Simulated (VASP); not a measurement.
# Al3GaN4 in VASP: a series of runs

Al3GaN4 is run at these levels: r2SCAN; tasks: single point.

All numbers are computed with VASP 6.6.1; they aren't measurements. Logs are shortened: lines on timing, memory, paths and dates and some standing lists are left out, and cuts for length are marked.

## Step 1: The cell of the first run

The structure is cubic, space group P-43m (No. 215). Conventional cell: a = 4.401 Å, b = 4.401 Å, c = 4.401 Å, α = 90.00°, β = 90.00°, γ = 90.00°. Al (site symmetry -42m) has 4 N at 1.89 Å within 2.5 Å. Ga (site symmetry -43m) has 4 N at 1.95 Å within 2.6 Å. Within 2.5 Å of N (site symmetry 3m) lie 3 Al at 1.89 Å and 1 Ga at 1.95 Å.

## Step 2: Single point, r2SCAN

Contents of POSCAR:

```
Al3GaN4
1.0
    4.4012372935      0.0000000000      0.0000000000
    0.0000000000      4.4012372935      0.0000000000
    0.0000000000      0.0000000000      4.4012372935
Al Ga N
3 1 4
Direct
    0.5000000000      0.5000000000      0.0000000000
    0.5000000000      0.0000000000      0.5000000000
    0.0000000000      0.5000000000      0.5000000000
    0.0000000000      0.0000000000      0.0000000000
    0.7444581597      0.7444581597      0.2555418403
    0.7444581597      0.2555418403      0.7444581597
    0.2555418403      0.7444581597      0.7444581597
    0.2555418403      0.2555418403      0.2555418403
```

Contents of INCAR.step1:

```
PREC = Accurate ; ENCUT = 520
ISMEAR = 0 ; SIGMA = 0.02
LREAL = False ; LASPH = True
NELM = 80 ; NBANDS = 31
GGA = PE ; ALGO = Normal
EDIFF = 1E-4 ; LWAVE = True
LCHARG = False
```

Contents of INCAR.step2:

```
PREC = Accurate ; ENCUT = 520
EDIFF = 1E-6 ; ISMEAR = 0
SIGMA = 0.02 ; LREAL = False
LASPH = True ; NELM = 80
ALGO = Normal ; ISIF = 2
LWAVE = False ; LCHARG = True
METAGGA = R2SCAN ; LMIXTAU = True
LELF = True ; LVHAR = True
NBANDS = 31 ; ISTART = 1
```

Contents of KPOINTS:

```
regular mesh
0
Gamma
  6 6 6
```

Potentials or basis: VASP PAW PBE potentials, release 64 (Al, Ga_d, N).

Command:

```
$ cat potpaw_PBE.64/Al/POTCAR potpaw_PBE.64/Ga_d/POTCAR potpaw_PBE.64/N/POTCAR > POTCAR
$ cp INCAR.step1 INCAR
$ mpirun -np 1 vasp_std > vasp.out
$ cp INCAR.step2 INCAR
$ mpirun -np 1 vasp_std > vasp.out
```

OUTCAR:

```text
PREC = Accurate
   ENCUT = 520
   EDIFF = 1E-6
   ISMEAR = 0
   LREAL = False
   LASPH = True
   NELM = 80
   ISIF = 2
   METAGGA = R2SCAN
   ISTART = 1

 ion  position               nearest neighbor table
   1  0.500  0.500  0.000-   5 1.89   6 1.89   7 1.89   8 1.89   3 3.11   4 3.11   2 3.11   2 3.11
                             3 3.11   2 3.11   4 3.11   2 3.11   3 3.11   4 3.11   3 3.11   4 3.11
   2  0.500  0.000  0.500-   5 1.89   6 1.89   7 1.89   8 1.89   3 3.11   4 3.11   1 3.11   1 3.11
                             4 3.11   1 3.11   3 3.11   1 3.11   3 3.11   4 3.11   4 3.11   3 3.11
   3  0.000  0.500  0.500-   5 1.89   6 1.89   7 1.89   8 1.89   2 3.11   4 3.11   1 3.11   1 3.11
                             4 3.11   2 3.11   4 3.11   4 3.11   1 3.11   2 3.11   1 3.11   2 3.11
   4  0.000  0.000  0.000-   5 1.95   6 1.95   7 1.95   8 1.95   2 3.11   3 3.11   1 3.11   2 3.11
                             3 3.11   1 3.11   3 3.11   3 3.11   1 3.11   2 3.11   2 3.11   1 3.11
   5  0.744  0.744  0.256-   1 1.89   2 1.89   3 1.89   4 1.95
   6  0.744  0.256  0.744-   1 1.89   2 1.89   3 1.89   4 1.95
   7  0.256  0.744  0.744-   1 1.89   2 1.89   3 1.89   4 1.95
   8  0.256  0.256  0.256-   1 1.89   2 1.89   3 1.89   4 1.95

  LATTYP: Found a simple cubic cell.
 ALAT       =     4.4012372935

  Lattice vectors:

 A1 = (   4.4012372935,   0.0000000000,   0.0000000000)
 A2 = (   0.0000000000,   4.4012372935,   0.0000000000)
 A3 = (   0.0000000000,   0.0000000000,   4.4012372935)

Analysis of symmetry for initial positions (statically):
=====================================================================
 Subroutine PRICEL returns:
 Original cell was already a primitive cell.

 Routine SETGRP: Setting up the symmetry group for a
 simple cubic supercell.

 Subroutine GETGRP returns: Found 24 space group operations
 (whereof 24 operations were pure point group operations)
 out of a pool of 48 trial point group operations.

The static configuration has the point symmetry T_d .

Analysis of symmetry for dynamics (positions and initial velocities):
=====================================================================
 Subroutine PRICEL returns:
 Original cell was already a primitive cell.

 Routine SETGRP: Setting up the symmetry group for a
 simple cubic supercell.

 Subroutine GETGRP returns: Found 24 space group operations
 (whereof 24 operations were pure point group operations)
[... 114 lines left out ...]
   NFREE  =      0    steps in history (QN), initial steepest desc. (CG)
   ISIF   =      2    stress and relaxation
   ISYM   =      2    0-nonsym 1-usesym 2-fastsym
   POTIM  = 0.5000    time-step for ionic-motion
   TEBEG  =    0.0;   TEEND  =   0.0 temperature during run
   PSTRESS=    0.0 pullay stress
   NELECT =      42.0000    total number of electrons
   NUPDOWN=      -1.0000    fix difference up-down
   EMIN   =  10.00;   EMAX   =-10.00  energy-range for DOS
   EFERMI =   0.00;   METHOD = LEGACY
   ISMEAR =     0;   SIGMA  =   0.02  broadening in eV -4-tet -1-fermi 0-gaus
   EFERMI_NEDOS =   21; number of points for ismear=-14 and -15
   IALGO  =     38    algorithm
   IMIX   =      4    mixing-type and parameters
     AMIX     =   0.40;   BMIX     =  1.00
     AMIX_MAG =   1.60;   BMIX_MAG =  1.00
  volume/ion in A,a.u.               =      10.66        71.92
  Fermi-wavevector in a.u.,A,eV,Ry     =   1.292954  2.443329 22.745275  1.671731
  Thomas-Fermi vector in A             =   2.424630
   LORBIT       =      0    0 simple, 1 ext, 2 COOP (PROOUT), +10 PAW based schemes
   METAGGA = R2SCAN    functional components
   LHFCALC =     F    Hartree Fock is set to
   AEXX    =    0.0000 exact exchange contribution
   IVDW    =     0    specifies the selected vdW correction
   LEPSILON=     F    determine dielectric tensor
   LRPA    =     F    only Hartree local field effects (RPA)
 non-spin polarized calculation
 Gauss-broadening in eV      SIGMA  =   0.02
  energy-cutoff  :      520.00
  volume of cell :       85.26
 maximum number of plane-waves:      2320
 NGX is ok and might be reduce to    36
   NGX = 17   NGY = 17   NGZ = 17

 number of electron      41.9999992 magnetization

 Free energy of the ion-electron system (eV)
  ---------------------------------------------------
  ext. energy  EPLUGINS =         0.00000000
  ---------------------------------------------------
  free energy    TOTEN  =       -79.43715401 eV

  energy without entropy =      -79.43715401  energy(sigma->0) =      -79.43715401

 E-fermi :   5.5832     XC(G=0): -11.7543

 val. band max:        5.4918840196   @ k =   0.0000   0.0000   0.0000
 cond. band min:       9.4930217493   @ k =   0.0000   0.0000   0.0000
 fundamental gap:      4.0011377297
 Fermi energy:         5.5831916848

 k-point     1 :       0.0000    0.0000    0.0000
  band No.  band energies     occupation
      1     -10.4823      2.00000
      2      -8.5687      2.00000
      3      -8.5687      2.00000
      4      -8.5687      2.00000
      5      -7.4671      2.00000
      6      -7.4671      2.00000
[... 669 lines left out ...]
     30      17.0172      0.00000
     31      17.0257      0.00000

------------------------ aborting loop because EDIFF is reached ----------------------------------------

  FORCE on cell =-STRESS in cart. coord.  units (eV):
  Direction    XX          YY          ZZ          XY          YZ          ZX
  --------------------------------------------------------------------------------------
  -------------------------------------------------------------------------------------
  Total       -0.0043639     -0.0043639     -0.0043639      0.0000000     -0.0000000     -0.0000000
  in kB       -0.0820080     -0.0820080     -0.0820080      0.0000000     -0.0000000     -0.0000000
  external PRESSURE =      -0.0820080 kB  Pullay stress =       0.0000000 kB

 VOLUME and BASIS-vectors are now :
 -----------------------------------------------------------------------------
  energy-cutoff  :      520.00
  volume of cell :       85.26
      direct lattice vectors                 reciprocal lattice vectors
     4.401237294  0.000000000  0.000000000     0.227208835  0.000000000  0.000000000
     0.000000000  4.401237294  0.000000000     0.000000000  0.227208835  0.000000000
     0.000000000  0.000000000  4.401237294     0.000000000  0.000000000  0.227208835

 POSITION                                       TOTAL-FORCE (eV/Angst)
 -----------------------------------------------------------------------------------
      2.20062      2.20062      0.00000        -0.000000      0.000000      0.000000
      2.20062      0.00000      2.20062         0.000000      0.000000      0.000000
      0.00000      2.20062      2.20062         0.000000      0.000000      0.000000
      0.00000      0.00000      0.00000        -0.000000      0.000000      0.000000
      3.27654      3.27654      1.12470        -0.043614     -0.043614      0.043614
      3.27654      1.12470      3.27654        -0.043614      0.043614     -0.043614
      1.12470      3.27654      3.27654         0.043614     -0.043614     -0.043614
      1.12470      1.12470      1.12470         0.043614      0.043614      0.043614
 -----------------------------------------------------------------------------------
    total drift:                                0.000000      0.000000      0.000000

  FREE ENERGIE OF THE ION-ELECTRON SYSTEM (eV)
  ---------------------------------------------------
  free  energy   TOTEN  =       -79.4371540136 eV

  energy  without entropy=      -79.4371540136  energy(sigma->0) =      -79.43715401
```

OSZICAR.step1:

```text
N       E                     dE             d eps       ncg     rms          rms(c)
DAV:   1     0.314317970623E+03    0.31432E+03   -0.19624E+04  1428   0.167E+03
DAV:   2    -0.236661608410E+02   -0.33798E+03   -0.31401E+03  1462   0.440E+02
DAV:   3    -0.643644219508E+02   -0.40698E+02   -0.40153E+02  1422   0.124E+02
DAV:   4    -0.659584075444E+02   -0.15940E+01   -0.15871E+01  1665   0.273E+01
DAV:   5    -0.659960345393E+02   -0.37627E-01   -0.37611E-01  1460   0.390E+00    0.169E+01
DAV:   6    -0.565026630967E+02    0.94934E+01   -0.29337E+01  1940   0.527E+01    0.555E+00
DAV:   7    -0.566897648386E+02   -0.18710E+00   -0.30681E+00  1486   0.108E+01    0.406E+00
DAV:   8    -0.566832243348E+02    0.65405E-02   -0.42399E-01  1657   0.600E+00    0.102E+00
DAV:   9    -0.566526907834E+02    0.30534E-01   -0.10117E-01  1901   0.406E+00    0.516E-01
DAV:  10    -0.566521274172E+02    0.56337E-03   -0.14481E-02  1498   0.666E-01    0.186E-01
DAV:  11    -0.566524997694E+02   -0.37235E-03   -0.10147E-03  1814   0.254E-01    0.205E-02
DAV:  12    -0.566525044585E+02   -0.46891E-05   -0.10938E-04  1022   0.845E-02
   1 F= -.56652504E+02 E0= -.56652504E+02  d E =-.190876E-13
```

It took 4 min on 1 thread of Intel Xeon 8259CL, shared host; peak memory 0.24 GiB.

Results:

```yaml
Free_energy: -79.4372 eV
Pressure: 0.0 GPa
Largest_force: 0.076 eV/Å
Band_gap_on_the_k_mesh: 4.00 eV
```

Forces in eV/Å, atoms in the order of the input:
```
Al   0.000  0.000  0.000
Al   0.000  0.000  0.000
Al   0.000  0.000  0.000
Ga   0.000  0.000  0.000
N   -0.044 -0.044  0.044
N   -0.044  0.044 -0.044
N    0.044 -0.044 -0.044
N    0.044  0.044  0.044
```

Caveat: the PAW data sets were made with another functional, which shifts forces and pressure a little.

## Step 3: Single point, r2SCAN (biaxial strain in the a-b plane: -3.0 %)

Contents of POSCAR:

```
Al3GaN4
1.0
    4.2692001747      0.0000000000      0.0000000000
    0.0000000000      4.2692001747      0.0000000000
    0.0000000000      0.0000000000      4.4804595648
Al Ga N
3 1 4
Direct
    0.5000000000      0.5000000000      0.0000000000
    0.5000000000      0.0000000000      0.5000000000
    0.0000000000      0.5000000000      0.5000000000
    0.0000000000      0.0000000000      0.0000000000
    0.7443324527      0.7443324527      0.2553460152
    0.7443324527      0.2556675473      0.7446539848
    0.2556675473      0.7443324527      0.7446539848
    0.2556675473      0.2556675473      0.2553460152
```

Contents of INCAR.step1:

```
ALGO = Normal ; EDIFF = 1E-4
ENCUT = 520 ; GGA = PE
ISMEAR = 0 ; LASPH = T
LCHARG = F ; LREAL = F
LWAVE = T ; NBANDS = 31
NELM = 80 ; PREC = Accurate
SIGMA = 0.02
```

Contents of INCAR.step2:

```
ALGO = Normal ; EDIFF = 1E-6
ENCUT = 520 ; ISIF = 2
ISMEAR = 0 ; ISTART = 1
LASPH = T ; LCHARG = F
LMIXTAU = T ; LREAL = F
LWAVE = F ; METAGGA = R2SCAN
NBANDS = 31 ; NELM = 80
PREC = Accurate ; SIGMA = 0.02
```

Contents of KPOINTS:

```
k-points
0
Gamma
  6 6 6
```

Potentials or basis: VASP PAW PBE potentials, release 64 (Al, Ga_d, N).

Command:

```
$ cat potpaw_PBE.64/Al/POTCAR potpaw_PBE.64/Ga_d/POTCAR potpaw_PBE.64/N/POTCAR > POTCAR
$ cp INCAR.step1 INCAR
$ mpirun -np 1 vasp_std > vasp.out
$ cp INCAR.step2 INCAR
$ mpirun -np 1 vasp_std > vasp.out
```

OUTCAR:

```text
EDIFF = 1E-6
   ENCUT = 520
   ISIF = 2
   ISMEAR = 0
   ISTART = 1
   LASPH = T
   LREAL = F
   METAGGA = R2SCAN
   NELM = 80
   PREC = Accurate

 ion  position               nearest neighbor table
   1  0.500  0.500  0.000-   5 1.87   6 1.87   7 1.87   8 1.87   4 3.02   4 3.02   4 3.02   4 3.02
                             3 3.09   2 3.09   3 3.09   2 3.09   3 3.09   2 3.09   3 3.09   2 3.09
   2  0.500  0.000  0.500-   5 1.87   6 1.87   7 1.87   8 1.87   3 3.02   3 3.02   3 3.02   3 3.02
                             4 3.09   1 3.09   1 3.09   1 3.09   4 3.09   4 3.09   4 3.09   1 3.09
   3  0.000  0.500  0.500-   5 1.87   6 1.87   7 1.87   8 1.87   2 3.02   2 3.02   2 3.02   2 3.02
                             4 3.09   1 3.09   4 3.09   4 3.09   1 3.09   4 3.09   1 3.09   1 3.09
   4  0.000  0.000  0.000-   5 1.92   6 1.92   7 1.92   8 1.92   1 3.02   1 3.02   1 3.02   1 3.02
                             3 3.09   2 3.09   3 3.09   3 3.09   3 3.09   2 3.09   2 3.09   2 3.09
   5  0.744  0.744  0.255-   2 1.87   3 1.87   1 1.87   4 1.92
   6  0.744  0.256  0.745-   2 1.87   3 1.87   1 1.87   4 1.92
   7  0.256  0.744  0.745-   2 1.87   3 1.87   1 1.87   4 1.92
   8  0.256  0.256  0.255-   2 1.87   3 1.87   1 1.87   4 1.92

  LATTYP: Found a simple tetragonal cell.
 ALAT       =     4.2692001747
 C/A-ratio  =     1.0494845361

  Lattice vectors:

 A1 = (   4.2692001747,   0.0000000000,   0.0000000000)
[... 196 lines left out ...]

 k-point     1 :       0.0000    0.0000    0.0000
  band No.  band energies     occupation
      1     -10.3385      2.00000
      2      -8.2964      2.00000
      3      -8.2129      2.00000
      4      -8.2129      2.00000
      5      -7.0166      2.00000
      6      -6.9964      2.00000
[... 805 lines left out ...]
     30      17.6009      0.00000
     31      18.1069      0.00000

 [... further k-points ...]
[... 5 lines left out ...]
  --------------------------------------------------------------------------------------
  -------------------------------------------------------------------------------------
  Total        6.1758993      6.1758993      2.2145643      0.0000000     -0.0000000      0.0000000
  in kB      121.1700229    121.1700229     43.4493498      0.0000000     -0.0000000      0.0000000
  external PRESSURE =      95.2631319 kB  Pullay stress =       0.0000000 kB

 VOLUME and BASIS-vectors are now :
 -----------------------------------------------------------------------------
  energy-cutoff  :      520.00
  volume of cell :       81.66
      direct lattice vectors                 reciprocal lattice vectors
     4.269200175  0.000000000  0.000000000     0.234235913  0.000000000  0.000000000
     0.000000000  4.269200175  0.000000000     0.000000000  0.234235913  0.000000000
     0.000000000  0.000000000  4.480459565     0.000000000  0.000000000  0.223191390

 POSITION                                       TOTAL-FORCE (eV/Angst)
 -----------------------------------------------------------------------------------
      2.13460      2.13460      0.00000        -0.000000     -0.000000      0.000000
      2.13460      0.00000      2.24023        -0.000000     -0.000000      0.000000
      0.00000      2.13460      2.24023        -0.000000     -0.000000      0.000000
      0.00000      0.00000      0.00000        -0.000000     -0.000000      0.000000
      3.17770      3.17770      1.14407        -0.057739     -0.057739      0.035581
      3.17770      1.09150      3.33639        -0.057739      0.057739     -0.035581
      1.09150      3.17770      3.33639         0.057739     -0.057739     -0.035581
      1.09150      1.09150      1.14407         0.057739      0.057739      0.035581
 -----------------------------------------------------------------------------------
    total drift:                                0.000000      0.000000      0.000000

  FREE ENERGIE OF THE ION-ELECTRON SYSTEM (eV)
  ---------------------------------------------------
  free  energy   TOTEN  =       -79.2661316724 eV

  energy  without entropy=      -79.2661316724  energy(sigma->0) =      -79.26613167
```

Run time: 4.9 min. Hardware: 1 thread of Intel Xeon 8259CL, shared host; peak memory 0.25 GiB.

What came out:

```
Free energy            : -79.2661 eV
Pressure               : 9.5 GPa
Largest force          : 0.089 eV/Å
Band gap on the k mesh : 3.86 eV (least direct gap 3.89 eV)
```

Forces on the atoms (eV/Å):
```
Al   0.000  0.000  0.000
Al   0.000  0.000  0.000
Al   0.000  0.000  0.000
Ga   0.000  0.000  0.000
N   -0.058 -0.058  0.036
N   -0.058  0.058 -0.036
N    0.058 -0.058 -0.036
N    0.058  0.058  0.036
```

Stress tensor (GPa, compression positive):
```
12.12  0.00  0.00
 0.00 12.12  0.00
 0.00  0.00  4.34
```

Caveat: the cell differs from its parent crystal (biaxial strain in the a-b plane: -3.0 %); the stress differs along the axes, from 4 to 12 GPa; the PAW data sets were made with another functional, which shifts forces and pressure a little. A k mesh can miss the band edges.

## Step 4: Single point, r2SCAN (biaxial strain in the a-b plane: -1.5 %)

Contents of POSCAR:

```
Al3GaN4
1.0
    4.3352187341      0.0000000000      0.0000000000
    0.0000000000      4.3352187341      0.0000000000
    0.0000000000      0.0000000000      4.4408484291
Al Ga N
3 1 4
Direct
    0.5000000000      0.5000000000      0.0000000000
    0.5000000000      0.0000000000      0.5000000000
    0.0000000000      0.5000000000      0.5000000000
    0.0000000000      0.0000000000      0.0000000000
    0.7444581597      0.7444581597      0.2555418403
    0.7444581597      0.2555418403      0.7444581597
    0.2555418403      0.7444581597      0.7444581597
    0.2555418403      0.2555418403      0.2555418403
```

Contents of INCAR.step1:

```
  PREC = Accurate
  ENCUT = 520
  ISMEAR = 0
  SIGMA = 0.02
  LREAL = F
  LASPH = T
  NELM = 80
  NBANDS = 31
  GGA = PE
  ALGO = Normal
  EDIFF = 1E-4
  LWAVE = T
  LCHARG = F
```

Contents of INCAR.step2:

```
  PREC = Accurate
  ENCUT = 520
  EDIFF = 1E-6
  ISMEAR = 0
  SIGMA = 0.02
  LREAL = F
  LASPH = T
  NELM = 80
  ALGO = Normal
  ISIF = 2
  LWAVE = F
  LCHARG = F
  METAGGA = R2SCAN
  LMIXTAU = T
  NBANDS = 31
  ISTART = 1
```

Contents of KPOINTS:

```
regular mesh
0
Gamma
  6 6 6
```

Command:

```
$ cat potpaw_PBE.64/Al/POTCAR potpaw_PBE.64/Ga_d/POTCAR potpaw_PBE.64/N/POTCAR > POTCAR
$ cp INCAR.step1 INCAR
$ mpirun -np 1 vasp_std > vasp.out
$ cp INCAR.step2 INCAR
$ mpirun -np 1 vasp_std > vasp.out
```

Wall time 5.6 min (1 thread of Intel Xeon 8259CL, shared host); peak memory 0.25 GiB.

Results (log left out):

```yaml
Free_energy: -79.3942 eV
Pressure: 4.5 GPa
Largest_force: 0.086 eV/Å
Band_gap_on_the_k_mesh: 3.93 eV (least direct gap 3.94 eV)
```

Forces in eV/Å, atoms in the order of the input:
```
Al   0.000  0.000  0.000
Al   0.000  0.000  0.000
Al   0.000  0.000  0.000
Ga   0.000  0.000  0.000
N   -0.058 -0.058  0.026
N   -0.058  0.058 -0.026
N    0.058 -0.058 -0.026
N    0.058  0.058  0.026
```

Stress tensor (GPa, compression positive):
```
5.78 0.00 0.00
0.00 5.78 0.00
0.00 0.00 2.09
```

Levels at points of the mesh, in eV from the valence-band top:
| k point | band 17 | band 18 | band 19 | band 20 | band 21 | band 22 | band 23 | band 24 | band 25 | band 26 |
| --- | --- | --- | --- | --- | --- | --- | --- | --- | --- | --- |
| (0.00, 0.00, 0.00) | -1.98 | -1.98 | -0.12 | -0.01 | -0.01 | 3.93 | 3.93 | 4.07 | 4.24 | 7.85 |
| (0.50, 0.00, 0.00) | -2.67 | -1.39 | -1.35 | -1.07 | -1.03 | 6.35 | 6.42 | 6.86 | 6.88 | 9.42 |
| (0.50, 0.50, 0.00) | -2.75 | -0.83 | -0.53 | -0.46 | -0.46 | 8.23 | 8.41 | 8.41 | 8.71 | 9.07 |
| (0.00, 0.00, 0.50) | -2.79 | -1.24 | -1.24 | -0.91 | -0.91 | 6.30 | 6.32 | 6.63 | 6.63 | 9.51 |
| (0.50, 0.00, 0.50) | -2.61 | -1.00 | -0.68 | -0.66 | -0.61 | 8.16 | 8.31 | 8.33 | 8.53 | 8.81 |
| (0.50, 0.50, 0.50) | -0.73 | -0.58 | -0.53 | -0.33 | -0.33 | 6.32 | 7.92 | 7.92 | 7.92 | 10.50 |

Caveat: the cell differs from its parent crystal (biaxial strain in the a-b plane: -1.5 %); the cell stands under pressure; the PAW data sets were made with another functional, which shifts forces and pressure a little. A k mesh can miss the band edges.

[end of part 1 of 2]
